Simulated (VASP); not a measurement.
# TiSe (P6_3/mmc) in VASP: relaxation of shape and atoms at fixed volume with PBEsol

Aim: the relaxation of shape and atoms at fixed volume of TiSe with PBEsol.

Everything below comes from runs of VASP 6.6.1. Logs are shortened: lines on timing, memory, paths and dates and some standing lists are left out, and cuts for length are marked.

## 1. The cell of the first run

The structure is hexagonal, space group P6_3/mmc (No. 194). Conventional cell: a = 3.334 Å, b = 3.334 Å, c = 6.711 Å, α = 90.00°, β = 90.00°, γ = 120.00°. Within 3.4 Å of Ti (site symmetry -3m) lie 6 Se at 2.55 Å and 8 Ti at 3.33 to 3.36 Å. Within 3.4 Å of Se (site symmetry -6m2) lie 6 Ti at 2.55 Å and 6 Se at 3.33 Å.

## 2. Relaxation of shape and atoms at fixed volume, PBEsol, collinear spin (16.15 Å³/atom)

INCAR reads:

```
ALGO     = Normal         # electronic algorithm
EDIFF    = 1E-7           # SCF threshold, eV
EDIFFG   = -0.01          # ionic threshold
ENCUT    = 600            # plane-wave cutoff, eV
GGA      = PS             # functional
IBRION   = 2              # ionic algorithm
ISIF     = 4              # what is computed and relaxed
ISMEAR   = 0              # smearing method
ISPIN    = 2              # spin polarisation
LASPH    = True           # aspherical terms in the spheres
LCHARG   = False          # write CHGCAR
LMAXMIX  = 4              # l up to which the mixer works
LORBIT   = 11             # projections on sites
LREAL    = False          # projectors in reciprocal space
LWAVE    = False          # write WAVECAR
MAGMOM   = 0.05 0.05 0 0  # initial moments
NELM     = 150            # most SCF steps
NSW      = 60             # ionic steps
PREC     = Accurate       # precision mode
SIGMA    = 0.05           # smearing width, eV
```

KPOINTS reads:

```
k-points
0
Gamma
  10 10 6
```

POSCAR reads:

```
TiSe
1.0
    3.3343400155      0.0000000000      0.0000000000
   -1.6671700077      2.8876231583      0.0000000000
    0.0000000000      0.0000000000      6.7108658555
Ti Se
2 2
Direct
    0.0000000000      0.0000000000      0.0000000000
    0.0000000000      0.0000000000      0.5000000000
    0.3333333333      0.6666666667      0.2500000000
    0.6666666667      0.3333333333      0.7500000000
```

Potentials or basis: VASP PAW PBE potentials, release 64 (Ti_sv, Se).

Launch:

```
$ cat potpaw_PBE.64/Ti_sv/POTCAR potpaw_PBE.64/Se/POTCAR > POTCAR
$ mpirun -np 1 vasp_std > vasp.out
```

OUTCAR:

```text
EDIFF = 1E-7
   EDIFFG = -0.01
   ENCUT = 600
   GGA = PS
   IBRION = 2
   ISIF = 4
   ISMEAR = 0
   ISPIN = 2
   LASPH = True
   LORBIT = 11
   LREAL = False
   NELM = 150
   NSW = 60
   PREC = Accurate

 ion  position               nearest neighbor table
   1  0.000  0.000  0.000-   3 2.55   4 2.55   3 2.55   4 2.55   4 2.55   3 2.55
   2  0.000  0.000  0.500-   3 2.55   4 2.55   3 2.55   4 2.55   4 2.55   3 2.55
   3  0.333  0.667  0.250-   1 2.55   2 2.55   1 2.55   2 2.55   1 2.55   2 2.55
   4  0.667  0.333  0.750-   1 2.55   2 2.55   1 2.55   2 2.55   1 2.55   2 2.55

  LATTYP: Found a hexagonal cell.
 ALAT       =     3.3343400155
 C/A-ratio  =     2.0126519264

  Lattice vectors:

 A1 = (   3.3343400155,   0.0000000000,   0.0000000000)
 A2 = (  -1.6671700077,   2.8876231583,   0.0000000000)
 A3 = (   0.0000000000,   0.0000000000,   6.7108658555)

Analysis of symmetry for initial positions (statically):
=====================================================================
 Subroutine PRICEL returns:
 Original cell was already a primitive cell.

 Routine SETGRP: Setting up the symmetry group for a
 hexagonal supercell.

 Subroutine GETGRP returns: Found 24 space group operations
 (whereof 12 operations were pure point group operations)
 out of a pool of 24 trial point group operations.

The static configuration has the point symmetry D_3d.
 The point group associated with its full space group is D_6h.

Analysis of symmetry for dynamics (positions and initial velocities):
=====================================================================
 Subroutine PRICEL returns:
 Original cell was already a primitive cell.

 Routine SETGRP: Setting up the symmetry group for a
 hexagonal supercell.

 Subroutine GETGRP returns: Found 24 space group operations
 (whereof 12 operations were pure point group operations)
 out of a pool of 24 trial point group operations.

The dynamic configuration has the point symmetry D_3d.
 The point group associated with its full space group is D_6h.

Analysis of structural, dynamic, and magnetic symmetry:
=====================================================================
 Subroutine PRICEL returns:
 Original cell was already a primitive cell.

 Routine SETGRP: Setting up the symmetry group for a
 hexagonal supercell.

 Subroutine GETGRP returns: Found 24 space group operations
 (whereof 12 operations were pure point group operations)
 out of a pool of 24 trial point group operations.

The overall configuration has the point symmetry D_3d.
 The point group associated with its full space group is D_6h.

 Subroutine INISYM returns: Found 24 space group operations
 (whereof 12 operations are pure point group operations),
 and found     1 'primitive' translations

----------------------------------------------------------------------------------------

                                     Primitive cell

  volume of cell :      64.6143

  direct lattice vectors                    reciprocal lattice vectors
     3.334340016  0.000000000  0.000000000     0.299909426  0.173152788  0.000000000
    -1.667170008  2.887623158  0.000000000     0.000000000  0.346305576  0.000000000
     0.000000000  0.000000000  6.710865855     0.000000000  0.000000000  0.149012068

  length of vectors
     3.334340016  3.334340015  6.710865855     0.346305576  0.346305576  0.149012068

  position of ions in fractional coordinates (direct lattice)
     0.000000000  0.000000000  0.000000000
     0.000000000  0.000000000  0.500000000
     0.333333333  0.666666667  0.250000000
     0.666666667  0.333333333  0.750000000

  ion indices of the primitive-cell ions
   primitive index   ion index
                 1           1
                 2           2
                 3           3
                 4           4

----------------------------------------------------------------------------------------

 KPOINTS: k-points

Automatic generation of k-mesh.
 Grid dimensions read from file:
 generate k-points for:   10   10    6

 Generating k-lattice:

  Cartesian coordinates                     Fractional coordinates (reciprocal lattice)
     0.029990943  0.017315279  0.000000000     0.100000000  0.000000000  0.000000000
     0.000000000  0.034630558  0.000000000     0.000000000  0.100000000  0.000000000
     0.000000000  0.000000000  0.024835345     0.000000000  0.000000000  0.166666667

  Length of vectors
     0.034630558  0.034630558  0.024835345

  Shift w.r.t. Gamma in fractional coordinates (k-lattice)
     0.000000000  0.000000000  0.000000000

 Subroutine IBZKPT returns following result:
 ===========================================

 Found     56 irreducible k-points:

 Following reciprocal coordinates:
            Coordinates               Weight
  0.000000  0.000000  0.000000      1.000000
  0.100000  0.000000  0.000000      6.000000
  0.200000  0.000000  0.000000      6.000000
  0.300000  0.000000  0.000000      6.000000
  0.400000  0.000000  0.000000      6.000000
  0.500000  0.000000  0.000000      3.000000
[... 16 lines left out ...]
  0.300000  0.100000  0.166667     24.000000
  0.400000  0.100000  0.166667     24.000000
 [... further k-points ...]
   k-points           NKPTS =     56   k-points in BZ     NKDIM =     56   number of bands    NBANDS=     22
   number of dos      NEDOS =    301   number of ions     NIONS =      4
   total plane-waves  NPLWV =  42336
   dimension x,y,z NGX =    28 NGY =   28 NGZ =   54
   dimension x,y,z NGXF=    56 NGYF=   56 NGZF=  108
   ions per type =               2   2
   NGX,Y,Z   is equivalent  to a cutoff of  13.96, 13.96, 13.38 a.u.
   NGXF,Y,Z  is equivalent  to a cutoff of  27.92, 27.92, 26.75 a.u.
 SYSTEM =  unknown system
   PREC   = accura    normal or accurate (medium, high low for compatibility)
   ISTART =      0    job   : 0-new  1-cont  2-samecut
   ICHARG =      2    charge: 1-file 2-atom 10-const
   ISPIN  =      2    spin polarized calculation?
   LNONCOLLINEAR =      F non collinear calculations
   LSORBIT =      F    spin-orbit coupling
   LASPH  =      T    aspherical Exc in radial PAW
   ENCUT  =  600.0 eV  44.10 Ry    6.64 a.u.   6.66  6.66 13.40*2*pi/ulx,y,z
   NELM   =    150;   NELMIN=  2; NELMDL= -5     # of ELM steps
   EDIFF  = 0.1E-06   stopping-criterion for ELM
   LREAL  =      F    real-space projection
   EDIFFG = -.1E-01   stopping-criterion for IOM
   NSW    =     60    number of steps for IOM
   IBRION =      2    ionic relax: 0-MD 1-quasi-New 2-CG
   NFREE  =      1    steps in history (QN), initial steepest desc. (CG)
   ISIF   =      4    stress and relaxation
   ISYM   =      2    0-nonsym 1-usesym 2-fastsym
   POTIM  = 0.5000    time-step for ionic-motion
   TEBEG  =    0.0;   TEEND  =   0.0 temperature during run
   PSTRESS=    0.0 pullay stress
   NELECT =      36.0000    total number of electrons
   NUPDOWN=      -1.0000    fix difference up-down
   EMIN   =  10.00;   EMAX   =-10.00  energy-range for DOS
   EFERMI =   0.00;   METHOD = LEGACY
   ISMEAR =     0;   SIGMA  =   0.05  broadening in eV -4-tet -1-fermi 0-gaus
   EFERMI_NEDOS =   21; number of points for ismear=-14 and -15
   IALGO  =     38    algorithm
   IMIX   =      4    mixing-type and parameters
     AMIX     =   0.40;   BMIX     =  1.00
     AMIX_MAG =   1.60;   BMIX_MAG =  1.00
  volume/ion in A,a.u.               =      16.15       109.01
  Fermi-wavevector in a.u.,A,eV,Ry     =   1.347098  2.545647 24.690143  1.814674
  Thomas-Fermi vector in A             =   2.474877
   LORBIT       =     11    0 simple, 1 ext, 2 COOP (PROOUT), +10 PAW based schemes
   GGA     = PS    functional components
   LHFCALC =     F    Hartree Fock is set to
   AEXX    =    0.0000 exact exchange contribution
   IVDW    =     0    specifies the selected vdW correction
   LEPSILON=     F    determine dielectric tensor
   LRPA    =     F    only Hartree local field effects (RPA)
 conjugate gradient relaxation of ions
 spin polarized calculation
 Gauss-broadening in eV      SIGMA  =   0.05
  energy-cutoff  :      600.00
  volume of cell :       64.61
 maximum number of plane-waves:      2182
 NGX is ok and might be reduce to    28
   NGX = 13   NGY = 13   NGZ = 27

--------------------------------------- Ionic step        1  -------------------------------------------

 number of electron      36.0000003 magnetization      -0.0001621

 number of electron      36.0000003 magnetization       0.0000106

 Free energy of the ion-electron system (eV)
  ---------------------------------------------------
  ext. energy  EPLUGINS =         0.00000000
  ---------------------------------------------------
  free energy    TOTEN  =       -29.17242241 eV

  energy without entropy =      -29.16827605  energy(sigma->0) =      -29.17034923

------------------------ aborting loop because EDIFF is reached ----------------------------------------

  FORCE on cell =-STRESS in cart. coord.  units (eV):
  Direction    XX          YY          ZZ          XY          YZ          ZX
  --------------------------------------------------------------------------------------
  -------------------------------------------------------------------------------------
  Total        1.1210391      1.1210391      1.4266697      0.0000000      0.0000000      0.0000000
  in kB       27.7972863     27.7972863     35.3757022      0.0000000      0.0000000      0.0000000
  external PRESSURE =      30.3234250 kB  Pullay stress =       0.0000000 kB
[... 65 lines left out ...]
--------------------------------------- Ionic step        3  -------------------------------------------

 number of electron      36.0000003 magnetization       0.0000049

 number of electron      36.0000003 magnetization      -0.0000007

 Free energy of the ion-electron system (eV)
  ---------------------------------------------------
  ext. energy  EPLUGINS =         0.00000000
  ---------------------------------------------------
  free energy    TOTEN  =       -29.17299031 eV

  energy without entropy =      -29.16914203  energy(sigma->0) =      -29.17106617

 E-fermi :   9.1481     XC(G=0): -11.7749

 val. band max:        9.1441468042   @ k =   0.1000   0.1000   0.0000
 cond. band min:       9.1683164938   @ k =   0.2000   0.2000   0.3333
 fundamental gap:      0.0241696896
 Fermi energy:         9.1480987782

 spin component 1

 k-point     1 :       0.0000    0.0000    0.0000
  band No.  band energies     occupation
      1     -47.8605      1.00000
      2     -47.8518      1.00000
      3     -24.4191      1.00000
      4     -24.2827      1.00000
      5     -24.1736      1.00000
      6     -24.1736      1.00000
[... 589 lines left out ...]
     21      10.8832      0.00000
     22      11.0214      0.00000

 [... further k-points ...]

 spin component 2

 k-point     1 :       0.0000    0.0000    0.0000
  band No.  band energies     occupation
      1     -47.8605      1.00000
      2     -47.8518      1.00000
      3     -24.4191      1.00000
      4     -24.2827      1.00000
      5     -24.1736      1.00000
      6     -24.1736      1.00000
[... 622 lines left out ...]
  FREE ENERGIE OF THE ION-ELECTRON SYSTEM (eV)
  ---------------------------------------------------
  free  energy   TOTEN  =       -29.1729903134 eV

  energy  without entropy=      -29.1691420250  energy(sigma->0) =      -29.17106617

 reached required accuracy - stopping structural energy minimisation

 total charge

# of ion       s       p       d       tot
------------------------------------------
    1        2.151   6.128   2.053  10.333
    2        2.151   6.128   2.053  10.333
    3        1.434   2.468   0.092   3.994
    4        1.434   2.468   0.092   3.994
--------------------------------------------------
tot          7.171  17.191   4.292  28.654

 magnetization (x)

# of ion       s       p       d       tot
------------------------------------------
    1        0.000  -0.000  -0.000  -0.000
    2        0.000  -0.000  -0.000  -0.000
    3        0.000   0.000   0.000   0.000
    4        0.000   0.000   0.000   0.000
--------------------------------------------------
tot          0.000   0.000  -0.000  -0.000
```

It took 7.4 min on 1 thread of Oxide Virtual Turin-like, shared host; peak memory 0.29 GiB.

Results:

```yaml
Free_energy: -29.1730 eV
Energy_gained_by_relaxing: 0.1 meV/atom
Ionic_steps: 3
Pressure_after_relaxing: 2.9 GPa
Band_gap_on_the_k_mesh: zero (filled and empty bands overlap)
Net_moment: 0.00 μB per cell
Valence_electrons_inside_the_program's_atomic_spheres: Ti 10.33; Se 3.99
```

Step by step:
| step | energy change (eV) | largest force (eV/Å) | pressure (GPa) | volume (Å³) |
| --- | --- | --- | --- | --- |
| 1 | 0.0000 | 0.0000 | 3.03 | 64.61 |
| 2 | -0.0005 | 0.0000 | 2.96 | 64.61 |
| 3 | -0.0006 | 0.0000 | 2.92 | 64.61 |

Final structure:
```xyz
4
Lattice="3.3282 0.0000 0.0000 -1.6641 2.8823 0.0000 0.0000 0.0000 6.7355" Properties=species:S:1:pos:R:3 pbc="T T T"
Ti    0.0000    0.0000    0.0000
Ti    0.0000    0.0000    3.3677
Se    0.0000    1.9216    1.6839
Se    1.6641    0.9608    5.0516
```

Levels at points of the mesh, in eV from the Fermi level:
Spin up:
| k point | band 16 | band 17 | band 18 | band 19 | band 20 | band 21 |
| --- | --- | --- | --- | --- | --- | --- |
| (0.00, 0.00, 0.00) | -0.67 | -0.67 | -0.19 | -0.19 | 0.07 | 0.07 |
| (0.50, 0.00, 0.00) | -2.51 | -1.95 | -1.03 | 0.62 | 1.78 | 1.89 |
| (0.00, 0.00, 0.50) | -2.44 | -0.08 | -0.08 | 0.44 | 0.44 | 0.44 |
| (0.50, 0.00, 0.50) | -3.37 | -1.31 | -1.31 | 1.69 | 1.69 | 1.84 |
Spin down:
```tsv
k point	band 15	band 16	band 17	band 18	band 19	band 20	band 21	band 22
(0.00, 0.00, 0.00)	-2.17	-0.67	-0.67	-0.19	-0.19	0.07	0.07	1.17
(0.50, 0.00, 0.00)	-3.93	-2.51	-1.95	-1.03	0.62	1.78	1.89	1.90
(0.00, 0.00, 0.50)	-2.44	-2.44	-0.08	-0.08	0.44	0.44	0.44	0.44
(0.50, 0.00, 0.50)	-3.37	-3.37	-1.31	-1.31	1.69	1.69	1.84	1.84
```

Caveat: the PAW data sets were made with another functional, which shifts forces and pressure a little.

The gap in the log of VASP goes by the Fermi energy; the results here count the filled bands.